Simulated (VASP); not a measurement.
# AlSi3C (R-3m) in VASP: relaxation of cell and atoms with r2SCAN

Aim: the relaxation of cell and atoms of AlSi3C with r2SCAN.

Everything below comes from runs of VASP 6.6.1. Logs are shortened: lines on timing, memory, paths and dates and some standing lists are left out, and cuts for length are marked.

### 1 The cell of the first run

It takes space group R-3m (No. 166, trigonal). Conventional cell: a = 5.294 Å, b = 5.294 Å, c = 8.750 Å, α = 90.00°, β = 90.00°, γ = 120.00°. Al (site symmetry -3m) has 6 Si at 2.11 Å within 2.8 Å. Within 3.5 Å of C (site symmetry -3m) lie 12 Si at 2.65 to 3.29 Å and 6 Al at 3.39 Å. Si (site symmetry 2/m) has 2 Al at 2.11 Å and 4 Si at 2.65 Å and 2 C at 2.65 Å within 2.8 Å.

### 2 Relaxation of cell and atoms, r2SCAN

POSCAR reads:

```
AlSi3C
1.0
    2.1279290000     -4.8475710000      0.0000000000
    2.1279290000     -1.9567290000     -4.4350940000
    4.4575700000      1.9567290000      4.4350940000
Al C Si
2 2 6
Direct
    0.0000000000      0.0000000000      0.0000000000
    0.5000000000      0.0000000000      0.5000000000
    0.7500000000      0.5000000000      0.7500000000
    0.2500000000      0.5000000000      0.2500000000
    0.2500000000      0.5000000000      0.7500000000
    0.2500000000      0.0000000000      0.7500000000
    0.7500000000      0.0000000000      0.7500000000
    0.7500000000      0.5000000000      0.2500000000
    0.7500000000      0.0000000000      0.2500000000
    0.2500000000      0.0000000000      0.2500000000
```

INCAR.step1 reads:

```
SYSTEM = AlSi3C
PREC = Accurate
ENCUT = 600
ISMEAR = -1
SIGMA = 0.1
LREAL = .FALSE.
LASPH = .TRUE.
NELM = 100
GGA = PE
ALGO = Normal
EDIFF = 1E-4
LWAVE = .TRUE.
LCHARG = .FALSE.
```

INCAR.step2 reads:

```
SYSTEM = AlSi3C
PREC = Accurate
ENCUT = 600
EDIFF = 1E-6
ISMEAR = -1
SIGMA = 0.1
LREAL = .FALSE.
LASPH = .TRUE.
NELM = 100
ALGO = Normal
ISIF = 3
LWAVE = .FALSE.
LCHARG = .FALSE.
METAGGA = R2SCAN
LMIXTAU = .TRUE.
IBRION = 2
NSW = 100
EDIFFG = -0.03
ISTART = 1
```

KPOINTS reads:

```
Automatic mesh
0
G
  5 5 5
  0 0 0
```

Potentials or basis: VASP PAW PBE potentials, release 64 (Al, C, Si).

Launch:

```sh
$ cat potpaw_PBE.64/Al/POTCAR potpaw_PBE.64/C/POTCAR potpaw_PBE.64/Si/POTCAR > POTCAR
$ cp INCAR.step1 INCAR
$ mpirun -np 1 vasp_std > vasp.out
$ cp INCAR.step2 INCAR
$ mpirun -np 1 vasp_std > vasp.out
```

OUTCAR:

```text
SYSTEM = AlSi3C
   PREC = Accurate
   ENCUT = 600
   EDIFF = 1E-6
   ISMEAR = -1
   LREAL = .FALSE.
   LASPH = .TRUE.
   NELM = 100
   ISIF = 3
   METAGGA = R2SCAN
   IBRION = 2
   NSW = 100
   EDIFFG = -0.03
   ISTART = 1

 ion  position               nearest neighbor table
   1  0.000  0.000  0.000-   6 2.11   9 2.11   8 2.11   7 2.11  10 2.11   5 2.11
   2  0.500  0.000  0.500-   6 2.11   9 2.11   7 2.11   5 2.11  10 2.11   8 2.11
   3  0.750  0.500  0.750-
   4  0.250  0.500  0.250-
   5  0.250  0.500  0.750-   1 2.11   2 2.11   6 2.65   6 2.65   7 2.65   7 2.65
   6  0.250  0.000  0.750-   1 2.11   2 2.11   5 2.65   5 2.65   7 2.65   7 2.65
   7  0.750  0.000  0.750-   1 2.11   2 2.11   5 2.65   5 2.65   6 2.65   6 2.65
   8  0.750  0.500  0.250-   2 2.11   1 2.11   9 2.65   9 2.65  10 2.65  10 2.65
   9  0.750  0.000  0.250-   1 2.11   2 2.11   8 2.65   8 2.65  10 2.65  10 2.65
  10  0.250  0.000  0.250-   1 2.11   2 2.11   8 2.65   8 2.65   9 2.65   9 2.65

  LATTYP: Found a trigonal (rhomboedric) cell.
 ALAT       =     6.5855049089
 COS(alpha) =     0.6768758954

  Lattice vectors:

 A1 = (   4.4575700000,   4.8475710000,   0.0000000000)
 A2 = (   4.4575700000,   1.9567290000,   4.4350940000)
 A3 = (   6.5854990000,  -0.0000000000,   0.0000000000)

Analysis of symmetry for initial positions (statically):
=====================================================================
 Subroutine PRICEL returns following result:

  LATTYP: Found a trigonal (rhomboedric) cell.
 ALAT       =     4.2248013109
 COS(alpha) =     0.2148830912

  Lattice vectors:

 A1 = (   1.1648205000,   3.4021500000,   2.2175470000)
 A2 = (   3.2927495000,  -1.4454210000,   2.2175470000)
 A3 = (   3.2927495000,   1.4454210000,  -2.2175470000)

   2 primitive cells build up your supercell.

 Routine SETGRP: Setting up the symmetry group for a
 trigonal (rhombohedral) supercell.

 Subroutine GETGRP returns: Found 12 space group operations
 (whereof 12 operations were pure point group operations)
 out of a pool of 12 trial point group operations.

The static configuration has the point symmetry D_3d.

Analysis of symmetry for dynamics (positions and initial velocities):
=====================================================================
 Subroutine PRICEL returns following result:

  LATTYP: Found a trigonal (rhomboedric) cell.
 ALAT       =     4.2248013109
 COS(alpha) =     0.2148830912

  Lattice vectors:

 A1 = (   1.1648205000,   3.4021500000,   2.2175470000)
 A2 = (   3.2927495000,  -1.4454210000,   2.2175470000)
 A3 = (   3.2927495000,   1.4454210000,  -2.2175470000)

   2 primitive cells build up your supercell.

 Routine SETGRP: Setting up the symmetry group for a
 trigonal (rhombohedral) supercell.

 Subroutine GETGRP returns: Found 12 space group operations
 (whereof 12 operations were pure point group operations)
 out of a pool of 12 trial point group operations.

The dynamic configuration has the point symmetry D_3d.

 Subroutine INISYM returns: Found 12 space group operations
 (whereof 12 operations are pure point group operations),
 and found     2 'primitive' translations

----------------------------------------------------------------------------------------

                                     Primitive cell

  volume of cell :      70.7922

  direct lattice vectors                    reciprocal lattice vectors
     1.164820500  3.402150000  2.217547000     0.000000000  0.206288882  0.134461313
     3.292749500 -1.445421000  2.217547000     0.151848782 -0.139632111  0.134460651
     3.292749500  1.445421000 -2.217547000     0.151848782  0.066656770 -0.182026764

  length of vectors
     4.224801311  4.224802461  4.224802461     0.246241644  0.246241438  0.246241589

  position of ions in fractional coordinates (direct lattice)
     0.000000000  0.000000000  0.000000000
     0.500000000  0.500000000  0.500000000
     0.000000000  0.000000000  0.500000000
     0.500000000  0.000000000  0.000000000
     0.000000000  0.500000000  0.000000000

  ion indices of the primitive-cell ions
   primitive index   ion index
                 1           1
                 2           3
                 3           5
                 4           6
                 5           7

----------------------------------------------------------------------------------------

 KPOINTS: Automatic mesh

Automatic generation of k-mesh.
 Grid dimensions read from file:
 generate k-points for:    5    5    5

 Generating k-lattice:

  Cartesian coordinates                     Fractional coordinates (reciprocal lattice)
     0.000000000 -0.041257776  0.018202610     0.200000000  0.000000000 -0.000000000
     0.030369756  0.013331354 -0.036405353     0.000000000  0.200000000  0.000000000
     0.030369756  0.013331354  0.008689520     0.000000000  0.000000000  0.200000000

  Length of vectors
     0.045094779  0.049248318  0.034286365

  Shift w.r.t. Gamma in fractional coordinates (k-lattice)
     0.000000000  0.000000000  0.000000000

 Subroutine IBZKPT returns following result:
 ===========================================

 Found     19 irreducible k-points:

 Following reciprocal coordinates:
            Coordinates               Weight
  0.000000  0.000000  0.000000      1.000000
  0.200000  0.000000 -0.000000      6.000000
  0.400000  0.000000 -0.000000      6.000000
  0.000000  0.200000  0.000000      6.000000
  0.400000  0.200000  0.000000      6.000000
 -0.400000  0.200000  0.000000     12.000000
[... 11 lines left out ...]
  0.000000  0.000000  0.400000      2.000000
 -0.200000  0.000000  0.400000      6.000000
   k-points           NKPTS =     19   k-points in BZ     NKDIM =     19   number of bands    NBANDS=     25
   number of dos      NEDOS =    301   number of ions     NIONS =     10
   total plane-waves  NPLWV =  95256
   dimension x,y,z NGX =    42 NGY =   42 NGZ =   54
   dimension x,y,z NGXF=    84 NGYF=   84 NGZF=  108
   ions per type =               2   2   6
   NGX,Y,Z   is equivalent  to a cutoff of  13.19, 13.19, 13.63 a.u.
   NGXF,Y,Z  is equivalent  to a cutoff of  26.38, 26.38, 27.26 a.u.
 SYSTEM =  AlSi3C
   PREC   = accura    normal or accurate (medium, high low for compatibility)
   ISTART =      1    job   : 0-new  1-cont  2-samecut
   ICHARG =      0    charge: 1-file 2-atom 10-const
   ISPIN  =      1    spin polarized calculation?
   LNONCOLLINEAR =      F non collinear calculations
   LSORBIT =      F    spin-orbit coupling
   LASPH  =      T    aspherical Exc in radial PAW
   ENCUT  =  600.0 eV  44.10 Ry    6.64 a.u.  10.57 10.57 13.15*2*pi/ulx,y,z
   NELM   =    100;   NELMIN=  2; NELMDL=  0     # of ELM steps
   EDIFF  = 0.1E-05   stopping-criterion for ELM
   LREAL  =      F    real-space projection
   EDIFFG = -.3E-01   stopping-criterion for IOM
   NSW    =    100    number of steps for IOM
   IBRION =      2    ionic relax: 0-MD 1-quasi-New 2-CG
   NFREE  =      1    steps in history (QN), initial steepest desc. (CG)
   ISIF   =      3    stress and relaxation
   ISYM   =      2    0-nonsym 1-usesym 2-fastsym
   POTIM  = 0.5000    time-step for ionic-motion
   TEBEG  =    0.0;   TEEND  =   0.0 temperature during run
   PSTRESS=    0.0 pullay stress
   NELECT =      38.0000    total number of electrons
   NUPDOWN=      -1.0000    fix difference up-down
   EMIN   =  10.00;   EMAX   =-10.00  energy-range for DOS
   EFERMI =   0.00;   METHOD = LEGACY
   ISMEAR =    -1;   SIGMA  =   0.10  broadening in eV -4-tet -1-fermi 0-gaus
   EFERMI_NEDOS =   21; number of points for ismear=-14 and -15
   IALGO  =     38    algorithm
   IMIX   =      4    mixing-type and parameters
     AMIX     =   0.40;   BMIX     =  1.00
     AMIX_MAG =   1.60;   BMIX_MAG =  1.00
  volume/ion in A,a.u.               =      14.16        95.55
  Fermi-wavevector in a.u.,A,eV,Ry     =   1.056001  1.995552 15.172361  1.115137
  Thomas-Fermi vector in A             =   2.191220
   LORBIT       =      0    0 simple, 1 ext, 2 COOP (PROOUT), +10 PAW based schemes
   METAGGA = R2SCAN    functional components
   LHFCALC =     F    Hartree Fock is set to
   AEXX    =    0.0000 exact exchange contribution
   IVDW    =     0    specifies the selected vdW correction
   LEPSILON=     F    determine dielectric tensor
   LRPA    =     F    only Hartree local field effects (RPA)
 conjugate gradient relaxation of ions
 non-spin polarized calculation
  energy-cutoff  :      600.00
  volume of cell :      141.58
 maximum number of plane-waves:      4757
 NGX is ok and might be reduce to    42
   NGX = 21   NGY = 21   NGZ = 27

--------------------------------------- Ionic step        1  -------------------------------------------

 number of electron      38.0000000 magnetization

 Free energy of the ion-electron system (eV)
  ---------------------------------------------------
  ext. energy  EPLUGINS =         0.00000000
  ---------------------------------------------------
  free energy    TOTEN  =       -60.86704857 eV

  energy without entropy =      -60.71978739  energy(sigma->0) =      -60.79341798

------------------------ aborting loop because EDIFF is reached ----------------------------------------

  FORCE on cell =-STRESS in cart. coord.  units (eV):
  Direction    XX          YY          ZZ          XY          YZ          ZX
  --------------------------------------------------------------------------------------
  -------------------------------------------------------------------------------------
  Total       44.1464714     24.8983376     22.2558725     10.4661198      2.9945619      6.8218957
  in kB      499.5637110    281.7508521    251.8485829    118.4351425     33.8866144     77.1969181
  external PRESSURE =     344.3877153 kB  Pullay stress =       0.0000000 kB
[... 113 lines left out ...]
  FREE ENERGIE OF THE ION-ELECTRON SYSTEM (eV)
  ---------------------------------------------------
  free  energy   TOTEN  =       -66.3472902709 eV

  energy  without entropy=      -66.0762294895  energy(sigma->0) =      -66.21175988

 E-fermi :   4.6749     XC(G=0):  -9.8454

 val. band max:        4.6713494777   @ k =  -0.4000   0.2000   0.2000
 cond. band min:       4.6839459307   @ k =   0.4000   0.2000   0.0000
 fundamental gap:      0.0125964530
 Fermi energy:         4.6748929526

 k-point     1 :       0.0000    0.0000    0.0000
  band No.  band energies     occupation
      1      -7.9970      2.00000
      2      -7.1366      2.00000
      3      -3.6601      2.00000
      4      -3.4585      2.00000
      5      -3.3515      2.00000
      6      -1.4634      2.00000
[... 521 lines left out ...]
     24       7.0346      0.00000
     25       7.7058      0.00000

[... ionic steps 4 to 7 ...]

--------------------------------------- Ionic step        8  -------------------------------------------

 number of electron      37.9999996 magnetization

------------------------ aborting loop because EDIFF is reached ----------------------------------------

  FORCE on cell =-STRESS in cart. coord.  units (eV):
  Direction    XX          YY          ZZ          XY          YZ          ZX
  --------------------------------------------------------------------------------------
  -------------------------------------------------------------------------------------
  Total       -2.9436379     -2.6641022     -2.6257185     -0.1520015     -0.0434871     -0.0990737
  in kB      -26.4796503    -23.9650721    -23.6197895     -1.3673378     -0.3911902     -0.8912229
  external PRESSURE =     -24.6881706 kB  Pullay stress =       0.0000000 kB
[... 73 lines left out ...]
  energy  without entropy=      -71.1356473962  energy(sigma->0) =      -71.22993969

--------------------------------------- Ionic step       10  -------------------------------------------

 number of electron      37.9999997 magnetization

 Free energy of the ion-electron system (eV)
  ---------------------------------------------------
  ext. energy  EPLUGINS =         0.00000000
  ---------------------------------------------------
  free energy    TOTEN  =       -71.34373352 eV

  energy without entropy =      -71.15274566  energy(sigma->0) =      -71.24823959

 E-fermi :   6.0513     XC(G=0): -10.2133

 val. band max:        6.0447408898   @ k =  -0.2000   0.2000   0.2000
 cond. band min:       6.0536772522   @ k =  -0.2000   0.0000   0.2000
 fundamental gap:      0.0089363623
 Fermi energy:         6.0513498821

 k-point     1 :       0.0000    0.0000    0.0000
  band No.  band energies     occupation
      1      -8.6040      2.00000
      2      -8.2781      2.00000
      3      -2.5517      2.00000
      4      -2.2657      2.00000
      5      -2.0605      2.00000
      6      -1.3200      2.00000
[... 558 lines left out ...]
  FREE ENERGIE OF THE ION-ELECTRON SYSTEM (eV)
  ---------------------------------------------------
  free  energy   TOTEN  =       -71.3437335247 eV

  energy  without entropy=      -71.1527456640  energy(sigma->0) =      -71.24823959

 reached required accuracy - stopping structural energy minimisation
```

Run time: 70 min. Hardware: 1 thread of Oxide Virtual Turin-like, shared host; peak memory 0.34 GiB.

What came out:

```yaml
Free_energy: -71.3437 eV
Relaxed_volume: 17.22 Å³/atom
Relaxed_cell: a = 4.804 Å, b = 4.804 Å, c = 9.049 Å, α = 105.39°, β = 90.00°, γ = 60.00°
Space_group_after_relaxing_to_0.1_Å: R-3m (No. 166)
Energy_gained_by_relaxing: 1047.7 meV/atom
Ionic_steps: 10
Pressure_after_relaxing: 0.0 GPa
Band_gap_on_the_k_mesh: zero (bands 19 and 20 overlap by 1.05 eV)
```

Stress tensor (GPa, compression positive):
```
-0.06 -0.06 -0.04
-0.06  0.05 -0.02
-0.04 -0.02  0.06
```

The path:
| step | energy change (eV) | largest force (eV/Å) | pressure (GPa) | volume (Å³) |
| --- | --- | --- | --- | --- |
| 1 | 0.0000 | 0.0000 | 34.44 | 141.58 |
| 2 | -5.2550 | 0.0000 | -7.38 | 212.42 |
| 3 | -5.4802 | 0.0000 | -3.24 | 195.23 |
| 4 | -5.4798 | 0.0000 | -4.18 | 198.45 |
| 5 | -7.6240 | 0.0000 | -5.67 | 194.02 |
| 6 | -10.2663 | 0.0000 | -4.00 | 181.81 |
| 7 | -10.4288 | 0.0000 | -1.78 | 176.79 |
| 8 | -10.4288 | 0.0000 | -2.47 | 178.11 |
| 9 | -10.4572 | 0.0000 | 1.77 | 168.58 |
| 10 | -10.4767 | 0.0000 | 0.02 | 172.18 |

Final structure:
```
CELL_PARAMETERS angstrom
1.93113 -4.39925 0.00000
1.93113 -1.77576 -4.02492
6.98579 3.06654 4.86626
ATOMIC_POSITIONS crystal
Al 0.00000 0.00000 0.00000
Al 0.50000 0.00000 0.50000
C 0.75000 0.50000 0.75000
C 0.25000 0.50000 0.25000
Si 0.25000 0.50000 0.75000
Si 0.25000 0.00000 0.75000
Si 0.75000 0.00000 0.75000
Si 0.75000 0.50000 0.25000
Si 0.75000 0.00000 0.25000
Si 0.25000 0.00000 0.25000
```

Caveat: the volume moved by over 15 % at a fixed basis, so the end points are rough; the PAW data sets were made with another functional, which shifts forces and pressure a little.
